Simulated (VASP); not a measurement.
# Ti4C (P6/mmm) in VASP: notebook

Ti4C is run at these levels: PBE; tasks: single point, relaxation of cell and atoms.

All numbers are computed with VASP 6.6.1; they aren't measurements. Logs are shortened: lines on timing, memory, paths and dates and some standing lists are left out, and cuts for length are marked.

## Step 1: The cell of the first run

The structure is hexagonal, space group P6/mmm (No. 191). Conventional cell: a = 4.954 Å, b = 4.954 Å, c = 3.909 Å, α = 90.00°, β = 90.00°, γ = 120.00°. Within 3.3 Å of Ti (site symmetry mmm) lie 8 Ti at 2.48 to 3.16 Å and 2 C at 2.48 Å. Within 2.6 Å of Ti (site symmetry 6/mmm) lie 2 C at 1.95 Å. C (site symmetry 6/mmm) has 8 Ti at 1.95 to 2.48 Å within 2.6 Å.

The cell was built from a structure type or drawn by symmetry, and may not be a known phase.

## Step 2: Single point, PBE

File INCAR:

```
SYSTEM = Ti4C
ALGO     = Normal         ! electronic algorithm
EDIFF    = 1E-7           ! SCF threshold, eV
ENCUT    = 520            ! plane-wave cutoff, eV
GGA      = PE             ! functional
ISIF     = 2              ! what is computed and relaxed
ISMEAR   = 0              ! smearing method
LASPH    = .True.         ! aspherical terms in the spheres
LCHARG   = .False.        ! write CHGCAR
LREAL    = .False.        ! projectors in reciprocal space
LWAVE    = .False.        ! write WAVECAR
NBANDS   = 34             ! bands
NELM     = 80             ! most SCF steps
PREC     = Accurate       ! precision mode
SIGMA    = 0.1            ! smearing width, eV
```

File KPOINTS:

```
k-points
0
Gamma
  6 6 4
  0 0 0
```

File POSCAR:

```
Ti4C
1.0
    4.9541689658      0.0000000036      0.0000000000
   -2.4770844860      4.2904361772      0.0000000000
    0.0000000000      0.0000000000      3.9086376132
Ti C
4 1
Direct
    0.5000000000      0.0000000000      0.5000000000
    0.0000000000      0.5000000000      0.5000000000
    0.5000000000      0.5000000000      0.5000000000
    0.0000000000      0.0000000000      0.0000000000
    0.0000000000      0.0000000000      0.5000000000
```

Potentials or basis: VASP PAW PBE potentials, release 64 (Ti_sv, C).

The run is started by

```sh
$ cat potpaw_PBE.64/Ti_sv/POTCAR potpaw_PBE.64/C/POTCAR > POTCAR
$ mpirun -np 1 vasp_std > vasp.out
```

OUTCAR:

```text
SYSTEM = Ti4C
   EDIFF = 1E-7
   ENCUT = 520
   GGA = PE
   ISIF = 2
   ISMEAR = 0
   LASPH = .True.
   LREAL = .False.
   NELM = 80
   PREC = Accurate

 ion  position               nearest neighbor table
   1  0.500  0.000  0.500-   3 2.48   3 2.48   2 2.48   2 2.48   5 2.48   5 2.48
   2  0.000  0.500  0.500-   5 2.48   5 2.48   1 2.48   1 2.48   3 2.48   3 2.48
   3  0.500  0.500  0.500-   1 2.48   1 2.48   5 2.48   5 2.48   2 2.48   2 2.48
   4  0.000  0.000  0.000-   5 1.95   5 1.95
   5  0.000  0.000  0.500-   4 1.95   4 1.95   2 2.48   2 2.48   3 2.48   3 2.48   1 2.48   1 2.48

  LATTYP: Found a hexagonal cell.
 ALAT       =     4.9541689658
 C/A-ratio  =     0.7889592866

  Lattice vectors:

 A1 = (   4.9541689658,   0.0000000036,   0.0000000000)
 A2 = (  -2.4770844860,   4.2904361772,   0.0000000000)
 A3 = (   0.0000000000,   0.0000000000,   3.9086376132)

Analysis of symmetry for initial positions (statically):
=====================================================================
 Subroutine PRICEL returns:
 Original cell was already a primitive cell.

 Routine SETGRP: Setting up the symmetry group for a
 hexagonal supercell.

 Subroutine GETGRP returns: Found 24 space group operations
 (whereof 24 operations were pure point group operations)
 out of a pool of 24 trial point group operations.

The static configuration has the point symmetry D_6h.

Analysis of symmetry for dynamics (positions and initial velocities):
=====================================================================
 Subroutine PRICEL returns:
 Original cell was already a primitive cell.

 Routine SETGRP: Setting up the symmetry group for a
 hexagonal supercell.

 Subroutine GETGRP returns: Found 24 space group operations
 (whereof 24 operations were pure point group operations)
 out of a pool of 24 trial point group operations.

The dynamic configuration has the point symmetry D_6h.

 Subroutine INISYM returns: Found 24 space group operations
 (whereof 24 operations are pure point group operations),
 and found     1 'primitive' translations

----------------------------------------------------------------------------------------

                                     Primitive cell

  volume of cell :      83.0802

  direct lattice vectors                    reciprocal lattice vectors
     4.954168966  0.000000004  0.000000000     0.201850201  0.116538268  0.000000000
    -2.477084486  4.290436177  0.000000000    -0.000000000  0.233076535  0.000000000
     0.000000000  0.000000000  3.908637613     0.000000000  0.000000000  0.255843621

  length of vectors
     4.954168966  4.954168966  3.908637613     0.233076535  0.233076535  0.255843621

  position of ions in fractional coordinates (direct lattice)
     0.500000000  0.000000000  0.500000000
     0.000000000  0.500000000  0.500000000
     0.500000000  0.500000000  0.500000000
     0.000000000  0.000000000  0.000000000
     0.000000000  0.000000000  0.500000000

  ion indices of the primitive-cell ions
   primitive index   ion index
                 1           1
                 2           2
                 3           3
                 4           4
                 5           5

----------------------------------------------------------------------------------------

 KPOINTS: k-points

Automatic generation of k-mesh.
 Grid dimensions read from file:
 generate k-points for:    6    6    4

 Generating k-lattice:

  Cartesian coordinates                     Fractional coordinates (reciprocal lattice)
     0.033641700  0.019423045  0.000000000     0.166666667  0.000000000  0.000000000
    -0.000000000  0.038846089  0.000000000    -0.000000000  0.166666667  0.000000000
     0.000000000  0.000000000  0.063960905     0.000000000  0.000000000  0.250000000

  Length of vectors
     0.038846089  0.038846089  0.063960905

  Shift w.r.t. Gamma in fractional coordinates (k-lattice)
     0.000000000  0.000000000  0.000000000

 Subroutine IBZKPT returns following result:
 ===========================================

 Found     21 irreducible k-points:

 Following reciprocal coordinates:
            Coordinates               Weight
  0.000000  0.000000  0.000000      1.000000
  0.166667 -0.000000  0.000000      6.000000
  0.333333 -0.000000  0.000000      6.000000
  0.500000 -0.000000  0.000000      3.000000
  0.166667  0.166667  0.000000      6.000000
  0.333333  0.166667  0.000000     12.000000
[... 13 lines left out ...]
  0.333333  0.166667  0.500000     12.000000
  0.333333  0.333333  0.500000      2.000000
   k-points           NKPTS =     21   k-points in BZ     NKDIM =     21   number of bands    NBANDS=     34
   number of dos      NEDOS =    301   number of ions     NIONS =      5
   total plane-waves  NPLWV =  48000
   dimension x,y,z NGX =    40 NGY =   40 NGZ =   30
   dimension x,y,z NGXF=    80 NGYF=   80 NGZF=   60
   ions per type =               4   1
   NGX,Y,Z   is equivalent  to a cutoff of  13.42, 13.42, 12.76 a.u.
   NGXF,Y,Z  is equivalent  to a cutoff of  26.85, 26.85, 25.52 a.u.
 SYSTEM =  Ti4C
   PREC   = accura    normal or accurate (medium, high low for compatibility)
   ISTART =      0    job   : 0-new  1-cont  2-samecut
   ICHARG =      2    charge: 1-file 2-atom 10-const
   ISPIN  =      1    spin polarized calculation?
   LNONCOLLINEAR =      F non collinear calculations
   LSORBIT =      F    spin-orbit coupling
   LASPH  =      T    aspherical Exc in radial PAW
   ENCUT  =  520.0 eV  38.22 Ry    6.18 a.u.   9.21  9.21  7.27*2*pi/ulx,y,z
   NELM   =     80;   NELMIN=  2; NELMDL= -5     # of ELM steps
   EDIFF  = 0.1E-06   stopping-criterion for ELM
   LREAL  =      F    real-space projection
   EDIFFG = 0.1E-05   stopping-criterion for IOM
   NSW    =      0    number of steps for IOM
   IBRION =     -1    ionic relax: 0-MD 1-quasi-New 2-CG
   NFREE  =      0    steps in history (QN), initial steepest desc. (CG)
   ISIF   =      2    stress and relaxation
   ISYM   =      2    0-nonsym 1-usesym 2-fastsym
   POTIM  = 0.5000    time-step for ionic-motion
   TEBEG  =    0.0;   TEEND  =   0.0 temperature during run
   PSTRESS=    0.0 pullay stress
   NELECT =      52.0000    total number of electrons
   NUPDOWN=      -1.0000    fix difference up-down
   EMIN   =  10.00;   EMAX   =-10.00  energy-range for DOS
   EFERMI =   0.00;   METHOD = LEGACY
   ISMEAR =     0;   SIGMA  =   0.10  broadening in eV -4-tet -1-fermi 0-gaus
   EFERMI_NEDOS =   21; number of points for ismear=-14 and -15
   IALGO  =     38    algorithm
   IMIX   =      4    mixing-type and parameters
     AMIX     =   0.40;   BMIX     =  1.00
     AMIX_MAG =   1.60;   BMIX_MAG =  1.00
  volume/ion in A,a.u.               =      16.62       112.13
  Fermi-wavevector in a.u.,A,eV,Ry     =   1.400372  2.646319 26.681589  1.961041
  Thomas-Fermi vector in A             =   2.523339
   LORBIT       =      0    0 simple, 1 ext, 2 COOP (PROOUT), +10 PAW based schemes
   GGA     = PE    functional components
   LHFCALC =     F    Hartree Fock is set to
   AEXX    =    0.0000 exact exchange contribution
   IVDW    =     0    specifies the selected vdW correction
   LEPSILON=     F    determine dielectric tensor
   LRPA    =     F    only Hartree local field effects (RPA)
 non-spin polarized calculation
 Gauss-broadening in eV      SIGMA  =   0.10
  energy-cutoff  :      520.00
  volume of cell :       83.08
 maximum number of plane-waves:      2253
 NGX is ok and might be reduce to    40
   NGX = 19   NGY = 19   NGZ = 15

 number of electron      52.0000012 magnetization

 Free energy of the ion-electron system (eV)
  ---------------------------------------------------
  ext. energy  EPLUGINS =         0.00000000
  ---------------------------------------------------
  free energy    TOTEN  =       -38.31834155 eV

  energy without entropy =      -38.27938737  energy(sigma->0) =      -38.29886446

 E-fermi :   7.0221     XC(G=0): -10.9547

 val. band max:        7.0063886408   @ k =   0.3333  -0.0000   0.2500
 cond. band min:       7.0288508843   @ k =   0.1667  -0.0000   0.0000
 fundamental gap:      0.0224622434
 Fermi energy:         7.0221266995

 k-point     1 :       0.0000    0.0000    0.0000
  band No.  band energies     occupation
      1     -49.6948      2.00000
      2     -49.4645      2.00000
      3     -49.1186      2.00000
      4     -49.1186      2.00000
      5     -26.6236      2.00000
      6     -26.1735      2.00000
[... 26 lines left out ...]
     33       9.8142      0.00000
     34       9.8142      0.00000

 k-point     2 :       0.1667   -0.0000    0.0000
  band No.  band energies     occupation
      1     -49.6940      2.00000
      2     -49.4453      2.00000
      3     -49.1400      2.00000
      4     -49.1188      2.00000
      5     -26.5361      2.00000
      6     -26.1577      2.00000
[... 26 lines left out ...]
     33       9.6589      0.00000
     34       9.8627      0.00000

 k-point     3 :       0.3333   -0.0000    0.0000
  band No.  band energies     occupation
      1     -49.6926      2.00000
      2     -49.3950      2.00000
      3     -49.1945      2.00000
      4     -49.1191      2.00000
      5     -26.3405      2.00000
      6     -26.1311      2.00000
[... 26 lines left out ...]
     33       9.1659      0.00000
     34       9.1991      0.00000

 k-point     4 :       0.5000   -0.0000    0.0000
  band No.  band energies     occupation
      1     -49.6921      2.00000
      2     -49.3539      2.00000
      3     -49.2376      2.00000
      4     -49.1192      2.00000
      5     -26.2411      2.00000
      6     -26.1223      2.00000
[... 26 lines left out ...]
     33       8.9086      0.00000
     34       9.0263      0.00000

 k-point     5 :       0.1667    0.1667    0.0000
  band No.  band energies     occupation
      1     -49.6930      2.00000
      2     -49.4098      2.00000
      3     -49.1787      2.00000
      4     -49.1190      2.00000
      5     -26.3839      2.00000
      6     -26.1348      2.00000
[... 510 lines left out ...]
 k-point    19 :       0.1667    0.1667    0.5000
  band No.  band energies     occupation
      1     -49.6912      2.00000
      2     -49.4104      2.00000
      3     -49.1780      2.00000
      4     -49.1184      2.00000
      5     -26.3810      2.00000
      6     -26.1183      2.00000
[... 26 lines left out ...]
     33       9.9264      0.00000
     34       9.9553      0.00000

 k-point    20 :       0.3333    0.1667    0.5000
  band No.  band energies     occupation
      1     -49.6911      2.00000
      2     -49.3532      2.00000
      3     -49.2372      2.00000
      4     -49.1187      2.00000
      5     -26.1920      2.00000
      6     -26.1249      2.00000
[... 26 lines left out ...]
     33       9.5121      0.00000
     34       9.8231      0.00000

 k-point    21 :       0.3333    0.3333    0.5000
  band No.  band energies     occupation
      1     -49.6911      2.00000
      2     -49.2955      2.00000
      3     -49.2955      2.00000
      4     -49.1189      2.00000
      5     -26.1203      2.00000
      6     -26.1203      2.00000
[... 26 lines left out ...]
     33       9.5425      0.00000
     34       9.5425      0.00000

------------------------ aborting loop because EDIFF is reached ----------------------------------------

  FORCE on cell =-STRESS in cart. coord.  units (eV):
  Direction    XX          YY          ZZ          XY          YZ          ZX
  --------------------------------------------------------------------------------------
  -------------------------------------------------------------------------------------
  Total       -0.0856342     -0.0856342     -0.0764152     -0.0000000     -0.0000000     -0.0000000
  in kB       -1.6514307     -1.6514307     -1.4736451     -0.0000000     -0.0000000     -0.0000000
  external PRESSURE =      -1.5921688 kB  Pullay stress =       0.0000000 kB

 VOLUME and BASIS-vectors are now :
 -----------------------------------------------------------------------------
  energy-cutoff  :      520.00
  volume of cell :       83.08
      direct lattice vectors                 reciprocal lattice vectors
     4.954168966  0.000000004  0.000000000     0.201850201  0.116538268  0.000000000
    -2.477084486  4.290436177  0.000000000    -0.000000000  0.233076535  0.000000000
     0.000000000  0.000000000  3.908637613     0.000000000  0.000000000  0.255843621

 POSITION                                       TOTAL-FORCE (eV/Angst)
 -----------------------------------------------------------------------------------
      2.47708      0.00000      1.95432        -0.000000      0.000000      0.000000
     -1.23854      2.14522      1.95432        -0.000000      0.000000      0.000000
      1.23854      2.14522      1.95432         0.000000      0.000000      0.000000
      0.00000      0.00000      0.00000        -0.000000      0.000000      0.000000
      0.00000      0.00000      1.95432        -0.000000      0.000000      0.000000
 -----------------------------------------------------------------------------------
    total drift:                               -0.000000      0.000000     -0.000000

  FREE ENERGIE OF THE ION-ELECTRON SYSTEM (eV)
  ---------------------------------------------------
  free  energy   TOTEN  =       -38.3183415500 eV

  energy  without entropy=      -38.2793873738  energy(sigma->0) =      -38.29886446
```

Wall time 55 s (1 thread of Intel Xeon 6975P-C (Granite Rapids), shared host); peak memory 0.22 GiB.

What came out:

| Property | Result |
| --- | --- |
| Free energy | -38.3183 eV |
| Pressure | -0.2 GPa |
| Band gap on the k mesh | zero (bands 26 and 27 overlap by 0.91 eV) |

Levels at points of the mesh, in eV from the Fermi level:
| k point | band 23 | band 24 | band 25 | band 26 | band 27 | band 28 | band 29 | band 30 |
| --- | --- | --- | --- | --- | --- | --- | --- | --- |
| (0.00, 0.00, 0.00) | -1.48 | -0.92 | -0.82 | -0.82 | -0.21 | 0.29 | 0.29 | 1.34 |
| (0.50, 0.00, 0.00) | -0.79 | -0.18 | -0.05 | 0.29 | 0.37 | 0.45 | 0.65 | 0.98 |
| (0.00, 0.00, 0.50) | -1.76 | -1.01 | -1.01 | -0.62 | -0.62 | 0.63 | 0.63 | 1.61 |
| (0.50, 0.00, 0.50) | -1.25 | -0.87 | 0.18 | 0.20 | 0.31 | 0.96 | 1.16 | 1.50 |

Caveat: the k points lie up to 0.40 Å⁻¹ apart, too coarse for converged energies and pressures of a metal.

## Step 3: Single point, PBE

This run uses another cell than the first one, of 16.76 Å³/atom.

File INCAR:

```
ALGO     = Normal         # electronic algorithm
EDIFF    = 1E-7           # SCF threshold, eV
ENCUT    = 520            # plane-wave cutoff, eV
GGA      = PE             # functional
ISIF     = 2              # what is computed and relaxed
ISMEAR   = 0              # smearing method
LASPH    = T              # aspherical terms in the spheres
LCHARG   = F              # write CHGCAR
LREAL    = F              # projectors in reciprocal space
LWAVE    = F              # write WAVECAR
NBANDS   = 34             # bands
NELM     = 60             # most SCF steps
PREC     = Accurate       # precision mode
SIGMA    = 0.1            # smearing width, eV
```

File KPOINTS:

```
k-points
0
Gamma
  6 6 4
```

Changes to POSCAR since step 2:

```diff
@@ -2,5 +2,5 @@
 1.0
-    4.9541689658      0.0000000036      0.0000000000
-   -2.4770844860      4.2904361772      0.0000000000
-    0.0000000000      0.0000000000      3.9086376132
+    4.0190454900      0.0000000000      0.0000000000
+   -2.0095227500      3.4805955000      0.0000000000
+    0.0000000000      0.0000000000      5.9914861500
 Ti C
```

Potentials or basis: VASP PAW PBE potentials, release 64 (Ti_sv, C).

The run is started by

```sh
$ cat potpaw_PBE.64/Ti_sv/POTCAR potpaw_PBE.64/C/POTCAR > POTCAR
$ mpirun -np 1 vasp_std > vasp.out
```

Run time: 64 s. Hardware: 1 thread of Intel Xeon 6975P-C (Granite Rapids), shared host; peak memory 0.21 GiB.

It converged, with:

* Free energy: -28.0263 eV
* Pressure: 45.5 GPa
* Band gap on the k mesh: zero (bands 26 and 27 overlap by 0.74 eV)

Stress tensor (GPa, compression positive):
```
 81.10   0.00   0.00
  0.00  81.10   0.00
  0.00   0.00 -25.67
```

Levels at points of the mesh, in eV from the Fermi level:
```csv
k point,band 24,band 25,band 26,band 27,band 28,band 29
"(0.00, 0.00, 0.00)",-1.10,-1.10,-0.10,-0.05,-0.05,0.28
"(0.50, 0.00, 0.00)",-1.19,-0.94,0.00,0.40,0.95,1.12
"(0.00, 0.00, 0.50)",-1.13,-0.88,-0.88,-0.30,-0.30,0.33
"(0.50, 0.00, 0.50)",-0.86,-0.20,0.45,0.70,0.94,1.07
```

Caveat: atoms lie so close that the PAW spheres overlap strongly, which falsifies energies and pressures; the cell stands under pressure.

(Part 1 of 2 ends here.)
